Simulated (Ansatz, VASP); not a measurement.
**Si2Bi2S: VASP beside Ansatz**

```
Si Bi S
1.0
    -2.61781    2.61781    4.38154
     2.61781   -2.61781    4.38154
     2.61781    2.61781   -4.38154
Si Bi S
2 2 1
Direct
  0.63244 0.63244 0.00000
  0.36756 0.36756 0.00000
  0.75000 0.25000 0.50000
  0.25000 0.75000 0.50000
  0.00000 0.00000 0.00000
```

Change from the starting cell: species swapped into the LaGe2Rh2 type (I4/mmm, No. 139).

Alike in both runs: functional PBE; k mesh 6 × 6 × 6; occupations gaussian, width 0.1 eV; no spin polarisation.

Ansatz relaxed the structure, and its values are those at the end. VASP's run is a single point on that final structure, the one shown.

|  | VASP | Ansatz |
| --- | --- | --- |
| version | VASP 6.6.1 | Ansatz 0.2.0 |
| potentials or method | VASP PAW PBE potentials, release 64 (Si, Bi_d, S), cutoff 520 eV | scalar-relativistic, plane waves, PAW |
| valence electrons in the cell | 44 | 44 |

```tsv
	VASP	Ansatz	Ansatz less VASP
gap on the k mesh at the Fermi level (eV)	none	none	-
pressure (GPa)	0.1	0.1	+0.06
```

A gap of «none» marks a metal or a gap that the smearing closes.

Neither program's run includes spin-orbit coupling.
